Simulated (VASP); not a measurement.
# BN (P1) in VASP: further runs

The runs below take BN through single point, with PBE.

All numbers are computed with VASP 6.6.1; they aren't measurements. Logs are shortened: lines on timing, memory, paths and dates and some standing lists are left out, and cuts for length are marked.

### 1 The cell of the first run

The typed cell holds 8 atoms: a = 4.962 Å, b = 2.481 Å, c = 6.590 Å, α = 90.00°, β = 90.00°, γ = 120.00°.

### 2 Single point, PBE

Input file INCAR:

```
ALGO = Normal
EDIFF = 1E-6
ENCUT = 520
GGA = PE
GGA_COMPAT = False
ISIF = 2
ISMEAR = 1
LASPH = True
LCHARG = False
LREAL = False
LWAVE = False
NBANDS = 26
NELM = 120
PREC = Accurate
SIGMA = 0.1
```

Input file KPOINTS:

```
k-points
0
Gamma
  3 3 1
```

Input file POSCAR:

```
BN
1.0
    4.9623770000      0.0000000000      0.0000000000
   -1.2405940000      2.1487720000      0.0000000000
    0.0000000000      0.0000000000      6.5904080000
B N
4 4
Direct
    0.1535080849      0.6930833053      0.2356385219
    0.3315406921      0.2080760546      0.7804773240
    0.6795546226      0.7131650077      0.2663229651
    0.8291797735      0.2711851234      0.7663449668
    0.1696646503      0.5731189721      0.8060244525
    0.3399476656      0.3241870240      0.2506595950
    0.6710782655      0.5926962004      0.7358762917
    0.8344484685      0.3639408928      0.2542658967
```

Potentials or basis: VASP PAW PBE potentials, release 64 (B, N).

On the command line:

```
$ cat potpaw_PBE.64/B/POTCAR potpaw_PBE.64/N/POTCAR > POTCAR
$ mpirun -np 1 vasp_std > vasp.out
```

OUTCAR:

```text
EDIFF = 1E-6
   ENCUT = 520
   GGA = PE
   ISIF = 2
   ISMEAR = 1
   LASPH = True
   LREAL = False
   NELM = 120
   PREC = Accurate

 ion  position               nearest neighbor table
   1  0.154  0.693  0.236-   6 1.37   8 1.38   6 1.60
   2  0.332  0.208  0.780-   5 1.37   5 1.49   7 1.49
   3  0.680  0.713  0.266-   8 1.40   8 1.42   6 1.47
   4  0.829  0.271  0.766-   7 1.38   7 1.47   5 1.49
   5  0.170  0.573  0.806-   2 1.37   4 1.49   2 1.49
   6  0.340  0.324  0.251-   1 1.37   3 1.47   1 1.60
   7  0.671  0.593  0.736-   4 1.38   4 1.47   2 1.49
   8  0.834  0.364  0.254-   1 1.38   3 1.40   3 1.42

  Warning from LATTYP: Monoclinic adjustment (A1->A3, A2->A1, A3->A2)!
  LATTYP: Found a simple orthorhombic cell.
 ALAT       =     2.4811881389
 B/A-ratio  =     1.7320510919
 C/A-ratio  =     2.6561500503

  Lattice vectors:

 A1 = (   1.2405940000,  -2.1487720000,   0.0000000000)
 A2 = (   3.7217830000,   2.1487720000,   0.0000000000)
 A3 = (   0.0000000000,   0.0000000000,   6.5904080000)

Analysis of symmetry for initial positions (statically):
=====================================================================
 Subroutine PRICEL returns:
 Original cell was already a primitive cell.

 Routine SETGRP: Setting up the symmetry group for a
 simple orthorhombic supercell.

 Subroutine GETGRP returns: Found  1 space group operations
 (whereof  1 operations were pure point group operations)
 out of a pool of  8 trial point group operations.

The static configuration has the point symmetry C_1 .

Analysis of symmetry for dynamics (positions and initial velocities):
=====================================================================
 Subroutine PRICEL returns:
 Original cell was already a primitive cell.

 Routine SETGRP: Setting up the symmetry group for a
 simple orthorhombic supercell.

 Subroutine GETGRP returns: Found  1 space group operations
 (whereof  1 operations were pure point group operations)
 out of a pool of  8 trial point group operations.

The dynamic configuration has the point symmetry C_1 .

 Subroutine INISYM returns: Found  1 space group operations
 (whereof  1 operations are pure point group operations),
 and found     1 'primitive' translations

----------------------------------------------------------------------------------------

                                     Primitive cell

  volume of cell :      70.2736

  direct lattice vectors                    reciprocal lattice vectors
     4.962377000  0.000000000  0.000000000     0.201516330  0.116345499  0.000000000
    -1.240594000  2.148772000  0.000000000     0.000000000  0.465382088  0.000000000
     0.000000000  0.000000000  6.590408000     0.000000000  0.000000000  0.151735674

  length of vectors
     4.962377000  2.481188139  6.590408000     0.232691010  0.465382088  0.151735674

  position of ions in fractional coordinates (direct lattice)
     0.153508085  0.693083305  0.235638522
     0.331540692  0.208076055  0.780477324
     0.679554623  0.713165008  0.266322965
     0.829179774  0.271185123  0.766344967
     0.169664650  0.573118972  0.806024452
     0.339947666  0.324187024  0.250659595
     0.671078266  0.592696200  0.735876292
     0.834448468  0.363940893  0.254265897

  ion indices of the primitive-cell ions
   primitive index   ion index
                 1           1
                 2           2
                 3           3
                 4           4
                 5           5
                 6           6
                 7           7
                 8           8

----------------------------------------------------------------------------------------

 KPOINTS: k-points

Automatic generation of k-mesh.
 Grid dimensions read from file:
 generate k-points for:    3    3    1

 Generating k-lattice:

  Cartesian coordinates                     Fractional coordinates (reciprocal lattice)
     0.067172110  0.038781833  0.000000000     0.333333333  0.000000000  0.000000000
     0.000000000  0.155127363  0.000000000     0.000000000  0.333333333  0.000000000
     0.000000000  0.000000000  0.151735674     0.000000000  0.000000000  1.000000000

  Length of vectors
     0.077563670  0.155127363  0.151735674

  Shift w.r.t. Gamma in fractional coordinates (k-lattice)
     0.000000000  0.000000000  0.000000000

 Subroutine IBZKPT returns following result:
 ===========================================

 Found      5 irreducible k-points:

 Following reciprocal coordinates:
            Coordinates               Weight
  0.000000  0.000000  0.000000      1.000000
  0.333333  0.000000  0.000000      2.000000
  0.000000  0.333333  0.000000      2.000000
  0.333333  0.333333  0.000000      2.000000
 -0.333333  0.333333  0.000000      2.000000
   k-points           NKPTS =      5   k-points in BZ     NKDIM =      5   number of bands    NBANDS=     26
   number of dos      NEDOS =    301   number of ions     NIONS =      8
   total plane-waves  NPLWV =  36000
   dimension x,y,z NGX =    40 NGY =   18 NGZ =   50
   dimension x,y,z NGXF=    80 NGYF=   36 NGZF=  100
   ions per type =               4   4
   NGX,Y,Z   is equivalent  to a cutoff of  13.40, 12.06, 12.61 a.u.
   NGXF,Y,Z  is equivalent  to a cutoff of  26.80, 24.12, 25.23 a.u.
 SYSTEM =  unknown system
   PREC   = accura    normal or accurate (medium, high low for compatibility)
   ISTART =      0    job   : 0-new  1-cont  2-samecut
   ICHARG =      2    charge: 1-file 2-atom 10-const
   ISPIN  =      1    spin polarized calculation?
   LNONCOLLINEAR =      F non collinear calculations
   LSORBIT =      F    spin-orbit coupling
   LASPH  =      T    aspherical Exc in radial PAW
   ENCUT  =  520.0 eV  38.22 Ry    6.18 a.u.   9.23  4.61 12.25*2*pi/ulx,y,z
   NELM   =    120;   NELMIN=  2; NELMDL= -5     # of ELM steps
   EDIFF  = 0.1E-05   stopping-criterion for ELM
   LREAL  =      F    real-space projection
   EDIFFG = 0.1E-04   stopping-criterion for IOM
   NSW    =      0    number of steps for IOM
   IBRION =     -1    ionic relax: 0-MD 1-quasi-New 2-CG
   NFREE  =      0    steps in history (QN), initial steepest desc. (CG)
   ISIF   =      2    stress and relaxation
   ISYM   =      2    0-nonsym 1-usesym 2-fastsym
   POTIM  = 0.5000    time-step for ionic-motion
   TEBEG  =    0.0;   TEEND  =   0.0 temperature during run
   PSTRESS=    0.0 pullay stress
   NELECT =      32.0000    total number of electrons
   NUPDOWN=      -1.0000    fix difference up-down
   EMIN   =  10.00;   EMAX   =-10.00  energy-range for DOS
   EFERMI =   0.00;   METHOD = LEGACY
   ISMEAR =     1;   SIGMA  =   0.10  broadening in eV -4-tet -1-fermi 0-gaus
   EFERMI_NEDOS =   21; number of points for ismear=-14 and -15
   IALGO  =     38    algorithm
   IMIX   =      4    mixing-type and parameters
     AMIX     =   0.40;   BMIX     =  1.00
     AMIX_MAG =   1.60;   BMIX_MAG =  1.00
  volume/ion in A,a.u.               =       8.78        59.28
  Fermi-wavevector in a.u.,A,eV,Ry     =   1.259488  2.380087 21.583057  1.586310
  Thomas-Fermi vector in A             =   2.393045
   LORBIT       =      0    0 simple, 1 ext, 2 COOP (PROOUT), +10 PAW based schemes
   GGA     = PE    functional components
   LHFCALC =     F    Hartree Fock is set to
   AEXX    =    0.0000 exact exchange contribution
   IVDW    =     0    specifies the selected vdW correction
   LEPSILON=     F    determine dielectric tensor
   LRPA    =     F    only Hartree local field effects (RPA)
 non-spin polarized calculation
 Methfessel and Paxton  Order N= 1 SIGMA  =   0.10
  energy-cutoff  :      520.00
  volume of cell :       70.27
 maximum number of plane-waves:      1911
 NGX is ok and might be reduce to    40
   NGX = 19   NGY =  9   NGZ = 25

 number of electron      32.0000003 magnetization

 Free energy of the ion-electron system (eV)
  ---------------------------------------------------
  ext. energy  EPLUGINS =         0.00000000
  ---------------------------------------------------
  free energy    TOTEN  =       -68.68679206 eV

  energy without entropy =      -68.68856377  energy(sigma->0) =      -68.68738263

 E-fermi :   2.8449     XC(G=0): -10.1742

 val. band max:        2.7753685245   @ k =   0.0000   0.0000   0.0000
 cond. band min:       6.9261190089   @ k =   0.0000   0.0000   0.0000
 fundamental gap:      4.1507504844
 Fermi energy:         2.8449488479

 k-point     1 :       0.0000    0.0000    0.0000
  band No.  band energies     occupation
      1     -15.4742      2.00000
      2     -15.1103      2.00000
      3     -12.3060      2.00000
      4     -11.8711      2.00000
      5      -6.3748      2.00000
      6      -6.3012      2.00000
      7      -3.8470      2.00000
      8      -1.6919      2.00000
      9      -1.5582      2.00000
     10      -1.5530      2.00000
     11       0.1700      2.00000
     12       0.6213      2.00000
     13       0.8816      2.00000
     14       1.6108      2.00000
     15       2.1566      2.00000
     16       2.7754      1.91680
     17       6.9261      0.00000
     18       7.9565      0.00000
     19       8.5581      0.00000
     20      11.3106      0.00000
     21      12.1571      0.00000
     22      12.8560      0.00000
     23      13.3593      0.00000
     24      13.6574      0.00000
     25      14.1195      0.00000
     26      14.9222      0.00000

 k-point     2 :       0.3333    0.0000    0.0000
  band No.  band energies     occupation
      1     -14.9580      2.00000
      2     -14.6482      2.00000
      3     -13.4409      2.00000
      4     -12.9254      2.00000
      5      -4.6376      2.00000
      6      -4.3613      2.00000
      7      -2.9097      2.00000
      8      -1.9061      2.00000
      9      -1.2790      2.00000
     10      -1.1846      2.00000
     11      -0.9107      2.00000
     12      -0.7744      2.00000
     13       0.0254      2.00000
     14       0.1644      2.00000
     15       1.1739      2.00000
     16       1.6344      2.00000
     17       8.0860      0.00000
     18       9.8110      0.00000
     19      10.0032      0.00000
     20      10.3431      0.00000
     21      12.3837      0.00000
     22      12.7628      0.00000
     23      13.2147      0.00000
     24      13.4394      0.00000
     25      13.7436      0.00000
     26      14.2494      0.00000

 k-point     3 :       0.0000    0.3333    0.0000
  band No.  band energies     occupation
      1     -13.5351      2.00000
      2     -13.2971      2.00000
      3     -12.3429      2.00000
      4     -11.7257      2.00000
      5      -5.6074      2.00000
      6      -5.5576      2.00000
      7      -4.5257      2.00000
      8      -4.2143      2.00000
      9      -3.0123      2.00000
     10      -2.8513      2.00000
     11      -1.1707      2.00000
     12      -0.8875      2.00000
     13      -0.3821      2.00000
     14       0.6766      2.00000
     15       1.0621      2.00000
     16       2.0449      2.00000
     17       7.8911      0.00000
     18       8.6195      0.00000
     19       8.9699      0.00000
     20      10.2267      0.00000
     21      10.8393      0.00000
     22      12.7294      0.00000
     23      13.0177      0.00000
     24      13.9456      0.00000
     25      14.5272      0.00000
     26      15.0646      0.00000

 k-point     4 :       0.3333    0.3333    0.0000
  band No.  band energies     occupation
      1     -13.4920      2.00000
      2     -13.2729      2.00000
      3     -12.3595      2.00000
      4     -11.8293      2.00000
      5      -5.7257      2.00000
      6      -5.5732      2.00000
      7      -4.4649      2.00000
      8      -4.0687      2.00000
      9      -2.8889      2.00000
     10      -2.1976      2.00000
     11      -1.3209      2.00000
     12      -1.1589      2.00000
     13      -0.9065      2.00000
     14       0.6560      2.00000
     15       0.9836      2.00000
     16       2.3574      2.00000
     17       7.2366      0.00000
     18       8.5588      0.00000
     19       9.1348      0.00000
     20      10.4782      0.00000
     21      10.8270      0.00000
     22      12.6103      0.00000
     23      13.0265      0.00000
     24      13.9081      0.00000
     25      15.0206      0.00000
     26      15.5908      0.00000

 k-point     5 :      -0.3333    0.3333    0.0000
  band No.  band energies     occupation
      1     -13.9212      2.00000
      2     -13.6380      2.00000
      3     -11.6805      2.00000
      4     -11.2005      2.00000
      5      -5.5711      2.00000
      6      -5.3722      2.00000
      7      -4.6586      2.00000
      8      -4.5995      2.00000
      9      -3.2214      2.00000
     10      -2.6336      2.00000
     11      -1.6643      2.00000
     12      -1.2750      2.00000
     13      -1.0727      2.00000
     14       0.3355      2.00000
     15       2.0126      2.00000
     16       2.6800      2.04160
     17       7.2215      0.00000
     18       7.6033      0.00000
     19       9.9713      0.00000
     20      10.3982      0.00000
     21      11.2793      0.00000
     22      12.8496      0.00000
     23      14.5764      0.00000
     24      15.3867      0.00000
     25      15.5128      0.00000
     26      15.9337      0.00000

------------------------ aborting loop because EDIFF is reached ----------------------------------------

  FORCE on cell =-STRESS in cart. coord.  units (eV):
  Direction    XX          YY          ZZ          XY          YZ          ZX
  --------------------------------------------------------------------------------------
  -------------------------------------------------------------------------------------
  Total        4.0315713      8.0941048      2.1612954     -0.4074423     -0.4277872     -0.3050293
  in kB       91.9163004    184.5385117     49.2756443     -9.2893278     -9.7531748     -6.9544011
  external PRESSURE =     108.5768188 kB  Pullay stress =       0.0000000 kB

 VOLUME and BASIS-vectors are now :
 -----------------------------------------------------------------------------
  energy-cutoff  :      520.00
  volume of cell :       70.27
      direct lattice vectors                 reciprocal lattice vectors
     4.962377000  0.000000000  0.000000000     0.201516330  0.116345499  0.000000000
    -1.240594000  2.148772000  0.000000000     0.000000000  0.465382088  0.000000000
     0.000000000  0.000000000  6.590408000     0.000000000  0.000000000  0.151735674

 POSITION                                       TOTAL-FORCE (eV/Angst)
 -----------------------------------------------------------------------------------
     -0.09807      1.48928      1.55295         5.495747     -1.446232      1.259980
      1.38709      0.44711      5.14366        -0.654135      3.267791     -0.196331
      2.48746      1.53243      1.75518        -1.917456     -2.487374     -1.041833
      3.77827      0.58271      5.05053         2.425088     -1.459547     -0.313490
      0.13093      1.23150      5.31203        -0.053656     -2.201651     -1.019512
      1.28476      0.69660      1.65195        -2.823087      3.947434     -0.249073
      2.59485      1.27357      4.84972        -1.806160      0.434396      1.309988
      3.68934      0.78203      1.67572        -0.666341     -0.054817      0.250270
 -----------------------------------------------------------------------------------
    total drift:                                0.000132      0.000109     -0.000003

  FREE ENERGIE OF THE ION-ELECTRON SYSTEM (eV)
  ---------------------------------------------------
  free  energy   TOTEN  =       -68.6867920551 eV

  energy  without entropy=      -68.6885637664  energy(sigma->0) =      -68.68738263
```

Run time: 16 s. Hardware: 1 thread of Intel Xeon Platinum 8259CL at 2.50GHz (Skylake/Cascade Lake), shared host; peak memory 0.17 GiB.

Results:

- Free energy: -68.6868 eV
- Pressure: 10.9 GPa
- Largest force: 5.821 eV/Å
- Band gap on the k mesh: 4.15 eV

Forces in eV/Å, atoms in the order of the input:
```
B    5.496 -1.446  1.260
B   -0.654  3.268 -0.196
B   -1.917 -2.487 -1.042
B    2.425 -1.460 -0.313
N   -0.054 -2.202 -1.020
N   -2.823  3.947 -0.249
N   -1.806  0.434  1.310
N   -0.666 -0.055  0.250
```

Caveat: the k points lie up to 0.95 Å⁻¹ apart; an odd mesh through Γ misses points on the zone boundary, where band edges can lie; forces of over 1 eV/Å act on the atoms, so gaps and moduli don't describe the material at rest. PBE gaps usually lie below the measured ones, often by a third to a half.

### 3 Single point, PBE

This run uses another cell than the first one, of 8.72 Å³/atom.

Input file INCAR:

```
SYSTEM = BN
ALGO     = Normal         ! electronic algorithm
EDIFF    = 1E-6           ! SCF threshold, eV
ENCUT    = 520            ! plane-wave cutoff, eV
GGA      = PE             ! functional
GGA_COMPAT= .FALSE.      
ISIF     = 2              ! what is computed and relaxed
ISMEAR   = 1              ! smearing method
LASPH    = .TRUE.         ! aspherical terms in the spheres
LCHARG   = .TRUE.         ! write CHGCAR
LELF     = .TRUE.         ! ELF
LREAL    = .FALSE.        ! projectors in reciprocal space
LVHAR    = .TRUE.       
LWAVE    = .FALSE.        ! write WAVECAR
NBANDS   = 26             ! bands
NELM     = 120            ! most SCF steps
PREC     = Accurate       ! precision mode
SIGMA    = 0.1            ! smearing width, eV
```

Input file KPOINTS:

```
k-points
0
G
  3 3 1
  0 0 0
```

Input file POSCAR:

```
BN
1.0
    4.9500780000      0.0000000000      0.0000000000
   -1.2375190000      2.1434460000      0.0000000000
    0.0000000000      0.0000000000      6.5740740000
B N
4 4
Direct
    0.1998801121      0.6873123932      0.2350626111
    0.3371221543      0.2459646756      0.7823448595
    0.6807102276      0.7430590740      0.2781543074
    0.8405642285      0.1575309105      0.7662371917
    0.1637342278      0.5552498174      0.8129698570
    0.3387286071      0.3697979795      0.2454657492
    0.6550699585      0.4772786438      0.7419784140
    0.8595359102      0.3968147553      0.2774760369
```

Potentials or basis: VASP PAW PBE potentials, release 64 (B, N).

On the command line:

```
$ cat potpaw_PBE.64/B/POTCAR potpaw_PBE.64/N/POTCAR > POTCAR
$ mpirun -np 1 vasp_std > vasp.out
```

Wall time 13 s (1 thread of Intel Xeon Platinum 8259CL at 2.50GHz (Skylake/Cascade Lake), shared host); peak memory 0.17 GiB.

Results (log left out):

| Property | Result |
| --- | --- |
| Free energy | -68.1652 eV |
| Pressure | 11.9 GPa |
| Largest force | 8.948 eV/Å |
| Band gap on the k mesh | 4.10 eV (least direct gap 4.16 eV) |

Forces in eV/Å, atoms in the order of the input:
```
B   -8.035  3.569  1.662
B   -0.075 -2.835  0.675
B    2.212 -1.413 -1.080
B   -2.540 -0.021 -0.250
N    0.375  0.348 -1.447
N    7.831 -2.513  0.144
N    2.042  2.572  0.799
N   -1.809  0.294 -0.503
```

Stress tensor (GPa, compression positive):
```
17.70 -7.79  0.91
-7.79 12.41 -2.75
 0.91 -2.75  5.44
```

Levels at points of the mesh, in eV from the valence-band top:
```
           k point  band 13  band 14  band 15  band 16  band 17  band 18  band 19  band 20
(0.00, 0.00, 0.00)    -1.36    -1.15    -1.00     0.00     4.27     5.18     5.54     8.62
```

Caveat: the k points lie up to 0.96 Å⁻¹ apart; an odd mesh through Γ misses points on the zone boundary, where band edges can lie; forces of over 1 eV/Å act on the atoms, so gaps and moduli don't describe the material at rest.
